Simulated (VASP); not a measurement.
# Sn (Fd-3m) in VASP: further runs, part 2 of 2

VASP 6.6.1. Earlier steps stand in the parts before.

## Step 3: Single point, PBE

This run uses another cell than the first one, of 32.45 Å³/atom, 1.021 times its volume.

The input, INCAR:

```
PREC     = Accurate       # precision mode
ENCUT    = 520            # plane-wave cutoff, eV
EDIFF    = 1E-6           # SCF threshold, eV
ISMEAR   = -1             # smearing method
SIGMA    = 0.15           # smearing width, eV
LREAL    = F              # projectors in reciprocal space
LASPH    = T              # aspherical terms in the spheres
NELM     = 60             # most SCF steps
ALGO     = Normal         # electronic algorithm
ISIF     = 2              # what is computed and relaxed
LWAVE    = F              # write WAVECAR
LCHARG   = F              # write CHGCAR
GGA      = PE             # functional
NBANDS   = 21             # bands
```

The input, KPOINTS:

```
regular mesh
0
Gamma
  6 6 6
```

The input, POSCAR:

```
Sn
1.0
    0.0000000000      3.1896438188      3.1896438188
    3.1896438188      0.0000000000      3.1896438188
    3.1896438188      3.1896438188      0.0000000000
Sn
2
Direct
    0.0000000000      0.0000000000      0.0000000000
    0.2500000000      0.2500000000      0.2500000000
```

Potentials or basis: VASP PAW PBE potentials, release 64 (Sn_d).

Started as:

```sh
$ cat potpaw_PBE.64/Sn_d/POTCAR > POTCAR
$ mpirun -np 1 vasp_std > vasp.out
```

OUTCAR:

```text
PREC = Accurate
   ENCUT = 520
   EDIFF = 1E-6
   ISMEAR = -1
   LREAL = F
   LASPH = T
   NELM = 60
   ISIF = 2
   GGA = PE

 ion  position               nearest neighbor table
   1  0.000  0.000  0.000-   2 2.76   2 2.76   2 2.76   2 2.76
   2  0.250  0.250  0.250-   1 2.76   1 2.76   1 2.76   1 2.76

  LATTYP: Found a face centered cubic cell.
 ALAT       =     6.3792876376

  Lattice vectors:

 A1 = (   0.0000000000,   3.1896438188,   3.1896438188)
 A2 = (   3.1896438188,   0.0000000000,   3.1896438188)
 A3 = (   3.1896438188,   3.1896438188,   0.0000000000)

Analysis of symmetry for initial positions (statically):
=====================================================================
 Subroutine PRICEL returns:
 Original cell was already a primitive cell.

 Routine SETGRP: Setting up the symmetry group for a
 face centered cubic supercell.

 Subroutine GETGRP returns: Found 48 space group operations
 (whereof 24 operations were pure point group operations)
 out of a pool of 48 trial point group operations.

The static configuration has the point symmetry T_d .
 The point group associated with its full space group is O_h .

Analysis of symmetry for dynamics (positions and initial velocities):
=====================================================================
 Subroutine PRICEL returns:
 Original cell was already a primitive cell.

 Routine SETGRP: Setting up the symmetry group for a
 face centered cubic supercell.

 Subroutine GETGRP returns: Found 48 space group operations
 (whereof 24 operations were pure point group operations)
 out of a pool of 48 trial point group operations.

The dynamic configuration has the point symmetry T_d .
 The point group associated with its full space group is O_h .

 Subroutine INISYM returns: Found 48 space group operations
[... 98 lines left out ...]
   PSTRESS=    0.0 pullay stress
   NELECT =      28.0000    total number of electrons
   NUPDOWN=      -1.0000    fix difference up-down
   EMIN   =  10.00;   EMAX   =-10.00  energy-range for DOS
   EFERMI =   0.00;   METHOD = LEGACY
   ISMEAR =    -1;   SIGMA  =   0.15  broadening in eV -4-tet -1-fermi 0-gaus
   EFERMI_NEDOS =   21; number of points for ismear=-14 and -15
   IALGO  =     38    algorithm
   IMIX   =      4    mixing-type and parameters
     AMIX     =   0.40;   BMIX     =  1.00
     AMIX_MAG =   1.60;   BMIX_MAG =  1.00
  volume/ion in A,a.u.               =      32.45       218.99
  Fermi-wavevector in a.u.,A,eV,Ry     =   1.237016  2.337621 20.819752  1.530209
  Thomas-Fermi vector in A             =   2.371601
   LORBIT       =      0    0 simple, 1 ext, 2 COOP (PROOUT), +10 PAW based schemes
   GGA     = PE    functional components
   LHFCALC =     F    Hartree Fock is set to
   AEXX    =    0.0000 exact exchange contribution
   IVDW    =     0    specifies the selected vdW correction
   LEPSILON=     F    determine dielectric tensor
   LRPA    =     F    only Hartree local field effects (RPA)
 non-spin polarized calculation
  energy-cutoff  :      520.00
  volume of cell :       64.90
 maximum number of plane-waves:      1807
 NGX is ok and might be reduce to    36
   NGX = 17   NGY = 17   NGZ = 17

 number of electron      28.0000006 magnetization

 Free energy of the ion-electron system (eV)
  ---------------------------------------------------
  ext. energy  EPLUGINS =         0.00000000
  ---------------------------------------------------
  free energy    TOTEN  =        -7.51651872 eV

  energy without entropy =       -7.49534634  energy(sigma->0) =       -7.50593253

 E-fermi :   6.1996     XC(G=0):  -9.1001

 val. band max:        5.9358935463   @ k =   0.0000   0.0000   0.0000
 cond. band min:       6.2947713654   @ k =   0.0000   0.0000   0.0000
 fundamental gap:      0.3588778191
 Fermi energy:         6.1996155097

 k-point     1 :       0.0000    0.0000    0.0000
  band No.  band energies     occupation
      1     -15.5855      2.00000
      2     -15.5855      2.00000
      3     -15.5855      2.00000
      4     -15.5186      2.00000
      5     -15.5186      2.00000
      6     -15.1648      2.00000
[... 373 lines left out ...]
     20      15.5909      0.00000
     21      16.6973      0.00000

------------------------ aborting loop because EDIFF is reached ----------------------------------------

  FORCE on cell =-STRESS in cart. coord.  units (eV):
  Direction    XX          YY          ZZ          XY          YZ          ZX
  --------------------------------------------------------------------------------------
  -------------------------------------------------------------------------------------
  Total        2.5446137      2.5446137      2.5446137      0.0000000      0.0000000     -0.0000000
  in kB       62.8168092     62.8168092     62.8168092      0.0000000      0.0000000     -0.0000000
  external PRESSURE =      62.8168092 kB  Pullay stress =       0.0000000 kB

 VOLUME and BASIS-vectors are now :
 -----------------------------------------------------------------------------
  energy-cutoff  :      520.00
  volume of cell :       64.90
      direct lattice vectors                 reciprocal lattice vectors
     0.000000000  3.189643819  3.189643819    -0.156757315  0.156757315  0.156757315
     3.189643819  0.000000000  3.189643819     0.156757315 -0.156757315  0.156757315
     3.189643819  3.189643819  0.000000000     0.156757315  0.156757315 -0.156757315

 POSITION                                       TOTAL-FORCE (eV/Angst)
 -----------------------------------------------------------------------------------
      0.00000      0.00000      0.00000         0.000000     -0.000000     -0.000000
      1.59482      1.59482      1.59482        -0.000000      0.000000      0.000000
 -----------------------------------------------------------------------------------
    total drift:                                0.000000      0.000000      0.000000

  FREE ENERGIE OF THE ION-ELECTRON SYSTEM (eV)
  ---------------------------------------------------
  free  energy   TOTEN  =        -7.5165187221 eV

  energy  without entropy=       -7.4953463384  energy(sigma->0) =       -7.50593253
```

OSZICAR:

```text
N       E                     dE             d eps       ncg     rms          rms(c)
DAV:   1     0.224356375095E+03    0.22436E+03   -0.14525E+04   682   0.196E+03
DAV:   2     0.165569636303E+02   -0.20780E+03   -0.20399E+03   672   0.448E+02
DAV:   3    -0.681029659870E+01   -0.23367E+02   -0.23235E+02   792   0.140E+02
DAV:   4    -0.756157570350E+01   -0.75128E+00   -0.75095E+00   747   0.277E+01
DAV:   5    -0.759216881980E+01   -0.30593E-01   -0.30593E-01   998   0.520E+00    0.350E+00
DAV:   6    -0.753911558013E+01    0.53053E-01   -0.30053E-02   884   0.208E+00    0.204E+00
DAV:   7    -0.751411365150E+01    0.25002E-01   -0.51082E-02   753   0.225E+00    0.166E-01
DAV:   8    -0.751612212377E+01   -0.20085E-02   -0.58932E-03   747   0.805E-01    0.533E-02
DAV:   9    -0.751649778213E+01   -0.37566E-03   -0.46519E-04   742   0.141E-01    0.123E-02
DAV:  10    -0.751651470710E+01   -0.16925E-04   -0.32642E-05   874   0.481E-02    0.598E-03
DAV:  11    -0.751651874958E+01   -0.40425E-05   -0.76572E-06   589   0.170E-02    0.748E-04
DAV:  12    -0.751651872210E+01    0.27479E-07   -0.37578E-07   595   0.625E-03
   1 F= -.75165187E+01 E0= -.75059325E+01  d E =-.211724E-01
```

stdout:

```text
POSCAR found type information on POSCAR Sn
 POSCAR found :  1 types and       2 ions
 scaLAPACK will be used
 LDA part: xc-table for (Slater+PW92), standard interpolation
 POSCAR, INCAR and KPOINTS ok, starting setup
 FFT: planning ... GRIDC
 FFT: planning ... GRID_SOFT
 FFT: planning ... GRID
 WAVECAR not read
 entering main loop
```

Wall time 20 s (1 thread of Intel Xeon 6975P-C, shared host); peak memory 0.2 GiB.

What came out:

| Property | Result |
| --- | --- |
| Free energy | -7.5165 eV |
| Pressure | 6.3 GPa |
| Band gap on the k mesh | zero (filled and empty bands touch) |

Caveat: spin-orbit coupling is left out, which moves the levels of the heavy elements.
